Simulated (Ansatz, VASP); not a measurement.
# KTaO3: VASP beside Ansatz

File INCAR:

```
ALGO     = Normal         # electronic algorithm
EDIFF    = 1E-7           # SCF threshold, eV
ENCUT    = 520            # plane-wave cutoff, eV
GGA      = PS             # functional
ISIF     = 2              # what is computed and relaxed
ISMEAR   = 0              # smearing method
LASPH    = True           # aspherical terms in the spheres
LCHARG   = False          # write CHGCAR
LREAL    = False          # projectors in reciprocal space
LWAVE    = False          # write WAVECAR
NBANDS   = 27             # bands
NELM     = 80             # most SCF steps
PREC     = Accurate       # precision mode
SIGMA    = 0.05           # smearing width, eV
```

KPOINTS

```
k-points
0
Gamma
  8 8 8
```

POSCAR

```
KTaO3
1.0
    4.0747532819      0.0000000000      0.0000000000
    0.0000000000      4.0747532819      0.0000000000
    0.0000000000      0.0000000000      3.9142080026
K Ta O
1 1 3
Direct
    0.5000000000      0.5000000000      0.5000000000
    0.0000000000      0.0000000000      0.0000000000
    0.5000000000      0.0000000000      0.0000000000
    0.0000000000      0.5000000000      0.0000000000
    0.0000000000      0.0000000000      0.5000000000
```

Input for Ansatz:

```yaml
crystal:
  lattice:
    - [4.0747532819, 0.0, 0.0]
    - [0.0, 4.0747532819, 0.0]
    - [0.0, 0.0, 3.9142080026]
  atoms:
    - { symbol: K, position: [0.5, 0.5, 0.5] }
    - { symbol: Ta, position: [0.0, 0.0, 0.0] }
    - { symbol: O, position: [0.5, 0.0, 0.0] }
    - { symbol: O, position: [0.0, 0.5, 0.0] }
    - { symbol: O, position: [0.0, 0.0, 0.5] }
basis:
  ecutwfc: 520.0
kpoints:
  mp_grid: { grid: [8, 8, 8] }
hamiltonian:
  xc: pbesol
  pseudopotentials: { kind: paw }
scf:
  occupations: { method: gaussian, width: 0.05 }
output:
  forces: true
  stress: true
  eigenvalues: true
```

Alike in both runs: task single point; functional PBEsol; k mesh 8 × 8 × 8; occupations gaussian, width 0.05 eV; no spin polarisation.

|  | VASP | Ansatz |
| --- | --- | --- |
| version | VASP 6.6.1 | Ansatz 0.2.0 |
| potentials or method | VASP PAW PBE potentials, release 64 (K_sv, Ta_pv, O), cutoff 520 eV | scalar-relativistic, plane waves, PAW |
| valence electrons in the cell | 38 | 40 |

Ansatz gave:

- gap on the k mesh at the Fermi level (eV): 2.00
- least direct gap on the mesh (eV): 2.62
- pressure (GPa): -4.4
- traceless stress, the component that is largest in VASP (GPa): 9.60

Task: What did VASP give for the same quantities?

Result: gap on the k mesh at the Fermi level (eV): 1.96; least direct gap on the mesh (eV): 2.59; pressure (GPa): -3.8; traceless stress, the component that is largest in VASP (GPa): 9.79.

VASP's potentials were made for PBE, not for PBEsol. VASP's potentials hold 38 valence electrons a cell and Ansatz's 40, so a difference there can come from the potentials and not from the codes.

Neither program's run includes spin-orbit coupling.
